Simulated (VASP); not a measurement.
# MoSe (I-4m2) in VASP: single point with PBE

Aim: the single point of MoSe with PBE.

All numbers are computed with VASP 6.6.1; they aren't measurements. Logs are shortened: lines on timing, memory, paths and dates and some standing lists are left out, and cuts for length are marked.

## (1) The cell of the first run

Symmetry: I-4m2, No. 119, tetragonal system. The conventional cell has a = 4.147 Å, b = 4.147 Å, c = 5.240 Å, α = 90.00°, β = 90.00°, γ = 90.00°. Within 3.2 Å of Mo (site symmetry -4m2) lie 4 Se at 2.45 Å. Se (site symmetry -4m2) has 4 Mo at 2.45 Å within 3.2 Å.

## (2) Single point, PBE, collinear spin

Input file INCAR:

```
SYSTEM = MoSe
PREC = Accurate
ENCUT = 520
EDIFF = 1E-6
ISMEAR = 0
SIGMA = 0.1
LREAL = .FALSE.
LASPH = .TRUE.
NELM = 150
ALGO = Fast
ISIF = 2
LWAVE = .FALSE.
LCHARG = .FALSE.
ISPIN = 2
MAGMOM = 2 -2 0 0
LORBIT = 11
LMAXMIX = 4
GGA = PE
NBANDS = 32
```

Input file KPOINTS:

```
regular mesh
0
G
  12 12 6
  0 0 0
```

Input file POSCAR:

```
MoSe
1.0
    0.0000000000      2.9322700419      2.9322700418
    5.2403849865      2.9322700419      2.9322700418
    5.2403849865      5.8645400837     -0.0000000001
Mo Se
2 2
Direct
    0.0000000000      0.0000000000      1.0000000000
    0.0000000000      0.0000000000      0.5000000000
    0.2500000000      0.2500000000      0.0000000000
    0.2500000000      0.2500000000      0.5000000000
```

Potentials or basis: VASP PAW PBE potentials, release 64 (Mo_sv, Se).

Launch:

```sh
$ cat potpaw_PBE.64/Mo_sv/POTCAR potpaw_PBE.64/Se/POTCAR > POTCAR
$ mpirun -np 1 vasp_std > vasp.out
```

OUTCAR:

```text
SYSTEM = MoSe
   PREC = Accurate
   ENCUT = 520
   EDIFF = 1E-6
   ISMEAR = 0
   LREAL = .FALSE.
   LASPH = .TRUE.
   NELM = 150
   ISIF = 2
   ISPIN = 2
   LORBIT = 11
   GGA = PE

 ion  position               nearest neighbor table
   1  0.000  0.000  0.000-   3 2.45   4 2.45   4 2.45   3 2.45
   2  0.000  0.000  0.500-   4 2.45   3 2.45   3 2.45   4 2.45
   3  0.250  0.250  0.000-   1 2.45   2 2.45   1 2.45   2 2.45
   4  0.250  0.250  0.500-   2 2.45   1 2.45   1 2.45   2 2.45

  LATTYP: Found a simple tetragonal cell.
 ALAT       =     4.1468560617
 C/A-ratio  =     1.2637007189

  Lattice vectors:

 A1 = (   0.0000000000,  -2.9322700419,  -2.9322700418)
 A2 = (   0.0000000000,   2.9322700418,  -2.9322700419)
 A3 = (   5.2403849865,   0.0000000000,   0.0000000000)

Analysis of symmetry for initial positions (statically):
=====================================================================
 Subroutine PRICEL returns following result:

  LATTYP: Found a body centered tetragonal cell.
 ALAT       =     4.1468560617
 C/A-ratio  =     1.2637007189
[... 12 lines left out ...]
 Subroutine GETGRP returns: Found  8 space group operations
 (whereof  8 operations were pure point group operations)
 out of a pool of 16 trial point group operations.

The static configuration has the point symmetry D_2d.

Analysis of symmetry for dynamics (positions and initial velocities):
=====================================================================
 Subroutine PRICEL returns following result:

  LATTYP: Found a body centered tetragonal cell.
 ALAT       =     4.1468560617
 C/A-ratio  =     1.2637007189
[... 12 lines left out ...]
 Subroutine GETGRP returns: Found  8 space group operations
 (whereof  8 operations were pure point group operations)
 out of a pool of 16 trial point group operations.

The dynamic configuration has the point symmetry D_2d.

Analysis of structural, dynamic, and magnetic symmetry:
=====================================================================
 Subroutine PRICEL returns following result:

  LATTYP: Found a body centered tetragonal cell.
 ALAT       =     4.1468560617
 C/A-ratio  =     1.2637007189
[... 12 lines left out ...]
 Subroutine GETGRP returns: Found  8 space group operations
 (whereof  8 operations were pure point group operations)
 out of a pool of 16 trial point group operations.

The overall configuration has the point symmetry D_2d.

 Subroutine INISYM returns: Found  8 space group operations
 (whereof  8 operations are pure point group operations),
 and found     2 'primitive' translations

----------------------------------------------------------------------------------------

                                     Primitive cell

  volume of cell :      45.0579

  direct lattice vectors                    reciprocal lattice vectors
    -2.620192493 -0.000000000 -2.932270042    -0.190825675  0.170516355 -0.170516355
    -2.620192493  0.000000000  2.932270042    -0.190825675  0.170516355  0.170516355
     2.620192493  2.932270042 -0.000000000     0.000000000  0.341032710 -0.000000000

  length of vectors
     3.932380488  3.932380488  3.932380488     0.307516004  0.307516004  0.341032710

  position of ions in fractional coordinates (direct lattice)
     0.000000000  0.000000000  0.000000000
     0.750000000  0.250000000  0.500000000

  ion indices of the primitive-cell ions
   primitive index   ion index
                 1           1
                 2           3

----------------------------------------------------------------------------------------

 KPOINTS: regular mesh

Automatic generation of k-mesh.
 Grid dimensions read from file:
 generate k-points for:   12   12    6

 Generating k-lattice:

  Cartesian coordinates                     Fractional coordinates (reciprocal lattice)
    -0.015902140  0.014209696  0.014209696     0.083333333  0.000000000  0.000000000
     0.015902140 -0.014209696  0.014209696     0.000000000  0.083333333 -0.000000000
     0.000000000  0.028419393 -0.028419393     0.000000000  0.000000000  0.166666667

  Length of vectors
     0.025626334  0.025626334  0.040191090

  Shift w.r.t. Gamma in fractional coordinates (k-lattice)
     0.000000000  0.000000000  0.000000000

 Subroutine IBZKPT returns following result:
 ===========================================

 Found    100 irreducible k-points:

 Following reciprocal coordinates:
            Coordinates               Weight
  0.000000  0.000000  0.000000      1.000000
  0.083333  0.000000 -0.000000      8.000000
  0.166667 -0.000000 -0.000000      8.000000
  0.250000  0.000000 -0.000000      8.000000
  0.333333 -0.000000 -0.000000      8.000000
  0.416667 -0.000000 -0.000000      8.000000
[... 16 lines left out ...]
  0.500000  0.166667 -0.000000      8.000000
 -0.416667  0.166667  0.000000     16.000000
 [... further k-points ...]
   k-points           NKPTS =    100   k-points in BZ     NKDIM =    100   number of bands    NBANDS=     32
   number of dos      NEDOS =    301   number of ions     NIONS =      4
   total plane-waves  NPLWV =  96000
   dimension x,y,z NGX =    32 NGY =   50 NGZ =   60
   dimension x,y,z NGXF=    64 NGYF=  100 NGZF=  120
   ions per type =               2   2
   NGX,Y,Z   is equivalent  to a cutoff of  12.83, 12.44, 12.68 a.u.
   NGXF,Y,Z  is equivalent  to a cutoff of  25.66, 24.88, 25.37 a.u.
 SYSTEM =  MoSe
   PREC   = accura    normal or accurate (medium, high low for compatibility)
   ISTART =      0    job   : 0-new  1-cont  2-samecut
   ICHARG =      2    charge: 1-file 2-atom 10-const
   ISPIN  =      2    spin polarized calculation?
   LNONCOLLINEAR =      F non collinear calculations
   LSORBIT =      F    spin-orbit coupling
   LASPH  =      T    aspherical Exc in radial PAW
   ENCUT  =  520.0 eV  38.22 Ry    6.18 a.u.   7.71 12.43 14.62*2*pi/ulx,y,z
   NELM   =    150;   NELMIN=  2; NELMDL= -5     # of ELM steps
   EDIFF  = 0.1E-05   stopping-criterion for ELM
   LREAL  =      F    real-space projection
   EDIFFG = 0.1E-04   stopping-criterion for IOM
   NSW    =      0    number of steps for IOM
   IBRION =     -1    ionic relax: 0-MD 1-quasi-New 2-CG
   NFREE  =      0    steps in history (QN), initial steepest desc. (CG)
   ISIF   =      2    stress and relaxation
   ISYM   =      2    0-nonsym 1-usesym 2-fastsym
   POTIM  = 0.5000    time-step for ionic-motion
   TEBEG  =    0.0;   TEEND  =   0.0 temperature during run
   PSTRESS=    0.0 pullay stress
   NELECT =      40.0000    total number of electrons
   NUPDOWN=      -1.0000    fix difference up-down
   EMIN   =  10.00;   EMAX   =-10.00  energy-range for DOS
   EFERMI =   0.00;   METHOD = LEGACY
   ISMEAR =     0;   SIGMA  =   0.10  broadening in eV -4-tet -1-fermi 0-gaus
   EFERMI_NEDOS =   21; number of points for ismear=-14 and -15
   IALGO  =     68    algorithm
   IMIX   =      4    mixing-type and parameters
     AMIX     =   0.40;   BMIX     =  1.00
     AMIX_MAG =   1.60;   BMIX_MAG =  1.00
  volume/ion in A,a.u.               =      22.53       152.03
  Fermi-wavevector in a.u.,A,eV,Ry     =   1.248805  2.359898 21.218458  1.559513
  Thomas-Fermi vector in A             =   2.382874
   LORBIT       =     11    0 simple, 1 ext, 2 COOP (PROOUT), +10 PAW based schemes
   GGA     = PE    functional components
   LHFCALC =     F    Hartree Fock is set to
   AEXX    =    0.0000 exact exchange contribution
   IVDW    =     0    specifies the selected vdW correction
   LEPSILON=     F    determine dielectric tensor
   LRPA    =     F    only Hartree local field effects (RPA)
 spin polarized calculation
 RMM-DIIS sequential band-by-band and
 Gauss-broadening in eV      SIGMA  =   0.10
  energy-cutoff  :      520.00
  volume of cell :       90.12
 maximum number of plane-waves:      2444
   NGX = 15   NGY = 25   NGZ = 29

 number of electron      40.0000001 magnetization      -0.0000000

 number of electron      40.0000001 magnetization       0.0000000

 Free energy of the ion-electron system (eV)
  ---------------------------------------------------
  ext. energy  EPLUGINS =         0.00000000
  ---------------------------------------------------
  free energy    TOTEN  =       -26.99156355 eV

  energy without entropy =      -26.96596211  energy(sigma->0) =      -26.97876283

 E-fermi :   6.3747     XC(G=0): -10.3281

 val. band max:        6.3708028830   @ k =   0.4167  -0.0000  -0.0000
 cond. band min:       6.3752488184   @ k =   0.5000  -0.0000   0.1667
 fundamental gap:      0.0044459353
 Fermi energy:         6.3746721540

 spin component 1

 k-point     1 :       0.0000    0.0000    0.0000
  band No.  band energies     occupation
      1     -54.6744      1.00000
      2     -54.2321      1.00000
      3     -28.8915      1.00000
      4     -28.8474      1.00000
      5     -28.8474      1.00000
      6     -28.3937      1.00000
[... 829 lines left out ...]
     31      14.5887      0.00000
     32      15.1690      0.00000

 [... further k-points ...]

 spin component 2

 k-point     1 :       0.0000    0.0000    0.0000
  band No.  band energies     occupation
      1     -54.6744      1.00000
      2     -54.2321      1.00000
      3     -28.8915      1.00000
      4     -28.8474      1.00000
      5     -28.8474      1.00000
      6     -28.3937      1.00000
[... 829 lines left out ...]
     31      14.5887      0.00000
     32      15.1720      0.00000

 [... further k-points ...]

------------------------ aborting loop because EDIFF is reached ----------------------------------------

  FORCE on cell =-STRESS in cart. coord.  units (eV):
  Direction    XX          YY          ZZ          XY          YZ          ZX
  --------------------------------------------------------------------------------------
  -------------------------------------------------------------------------------------
  Total        0.0717962      0.0994210      0.0994210      0.0000000      0.0000000     -0.0000000
  in kB        1.2764708      1.7676147      1.7676147      0.0000000      0.0000000     -0.0000000
  external PRESSURE =       1.6039001 kB  Pullay stress =       0.0000000 kB

 VOLUME and BASIS-vectors are now :
 -----------------------------------------------------------------------------
  energy-cutoff  :      520.00
  volume of cell :       90.12
      direct lattice vectors                 reciprocal lattice vectors
     0.000000000  2.932270042  2.932270042    -0.190825675  0.170516355  0.170516355
     5.240384986  2.932270042  2.932270042     0.190825675 -0.170516355  0.170516355
     5.240384986  5.864540084 -0.000000000     0.000000000  0.170516355 -0.170516355

 POSITION                                       TOTAL-FORCE (eV/Angst)
 -----------------------------------------------------------------------------------
      0.00000      0.00000      0.00000         0.000000      0.000000      0.000000
      2.62019      2.93227     -0.00000         0.000000     -0.000000     -0.000000
      1.31010      1.46614      1.46614        -0.000000      0.000000     -0.000000
      3.93029      4.39841      1.46614        -0.000000      0.000000     -0.000000
 -----------------------------------------------------------------------------------
    total drift:                               -0.000002      0.000003      0.000003

  FREE ENERGIE OF THE ION-ELECTRON SYSTEM (eV)
  ---------------------------------------------------
  free  energy   TOTEN  =       -26.9915635522 eV

  energy  without entropy=      -26.9659621110  energy(sigma->0) =      -26.97876283

 total charge

# of ion       s       p       d       tot
------------------------------------------
    1        2.253   6.101   4.095  12.449
    2        2.253   6.101   4.095  12.449
    3        1.429   2.411   0.135   3.975
    4        1.429   2.411   0.135   3.975
--------------------------------------------------
tot          7.363  17.025   8.459  32.847

 magnetization (x)

# of ion       s       p       d       tot
------------------------------------------
    1        0.005   0.006   0.686   0.697
    2       -0.005  -0.006  -0.686  -0.697
    3        0.000   0.000   0.000   0.000
    4        0.000   0.000   0.000   0.000
--------------------------------------------------
tot          0.000   0.000   0.000   0.000
```

Wall time 16 min (1 thread of Oxide Virtual Turin-like, shared host); peak memory 0.61 GiB.

Results:

| Item | Value |
| --- | --- |
| Free energy | -26.9916 eV |
| Pressure | 0.2 GPa |
| Band gap on the k mesh | zero (filled and empty bands overlap) |
| Net moment | 0.00 μB per cell |
| Site moments | Mo +0.70, -0.70; Se +0.00 μB |
| Valence electrons inside the program's atomic spheres | Mo 12.45; Se 3.98 |

Levels at points of the mesh, in eV from the Fermi level:
Spin up:
| k point | band 18 | band 19 | band 20 | band 21 | band 22 | band 23 |
| --- | --- | --- | --- | --- | --- | --- |
| (0.00, 0.00, 0.00) | -0.95 | -0.44 | 0.28 | 0.51 | 0.77 | 0.77 |
| (0.50, 0.00, 0.00) | -0.36 | -0.21 | 0.06 | 0.13 | 0.16 | 2.01 |
| (0.50, 0.50, 0.00) | -1.61 | -0.62 | -0.16 | 0.49 | 0.55 | 0.55 |
| (0.00, 0.00, 0.50) | -0.96 | -0.78 | -0.69 | 0.32 | 0.61 | 1.99 |
| (0.50, 0.00, 0.50) | -1.69 | -0.96 | -0.91 | -0.47 | 0.27 | 0.98 |
| (0.00, 0.50, 0.50) | -0.75 | -0.67 | -0.09 | 2.37 | 2.37 | 2.64 |
Spin down:
```tsv
k point	band 16	band 17	band 18	band 19	band 20	band 21	band 22	band 23	band 24	band 25
(0.00, 0.00, 0.00)	-4.07	-1.13	-0.95	-0.44	0.28	0.51	0.77	0.77	1.36	3.97
(0.50, 0.00, 0.00)	-4.23	-0.68	-0.36	-0.21	0.06	0.13	0.16	2.01	2.15	2.26
(0.50, 0.50, 0.00)	-3.49	-1.61	-1.61	-0.62	-0.16	0.49	0.55	0.55	0.66	0.75
(0.00, 0.00, 0.50)	-4.52	-1.03	-0.96	-0.78	-0.69	0.32	0.61	1.99	2.01	2.99
(0.50, 0.00, 0.50)	-3.61	-1.69	-1.69	-0.96	-0.91	-0.47	0.27	0.98	0.98	2.23
(0.00, 0.50, 0.50)	-4.53	-1.24	-0.75	-0.67	-0.09	2.37	2.37	2.64	2.64	3.16
```
